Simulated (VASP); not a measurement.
Lu, 2 atoms in the cell. It takes space group Im-3m (No. 229, cubic). The conventional cell has a = 3.836 Å, b = 3.836 Å, c = 3.836 Å, α = 90.00°, β = 90.00°, γ = 90.00°. Within 4.4 Å of Lu (site symmetry m-3m) lie 14 Lu at 3.32 to 3.84 Å. 

* Program: VASP 6.6.1
* Task: relaxation of cell and atoms
* Functional: PBEsol
* Potentials or basis: VASP PAW PBE potentials, release 64 (Lu)
* Cutoff: 600 eV
* k mesh: 6 × 6 × 6
* Occupations: fermi-dirac, width 0.05 eV
* Spin: no spin polarisation
* Dipole correction: no
* Further INCAR settings: ALGO = Normal; EDIFF = 1e-07; IBRION = 2; EDIFFG = -0.03; NSW = 80; ISIF = 3

Potentials or basis: VASP PAW PBE potentials, release 64 (Lu).

Command:

```bash
$ cat potpaw_PBE.64/Lu/POTCAR > POTCAR
$ mpirun -np 1 vasp_std > vasp.out
```

Hardware: 1 thread of Intel(R) Xeon(R) Platinum 8488C (Sapphire Rapids), on a shared host.

Problem. How long does it take, and how much memory?

Solution. Wall time 55 s on 1 thread of Intel(R) Xeon(R) Platinum 8488C (Sapphire Rapids) (shared host), peak memory 0.21 GiB. Counts: scf iterations 23, k points 20, ion steps 2.
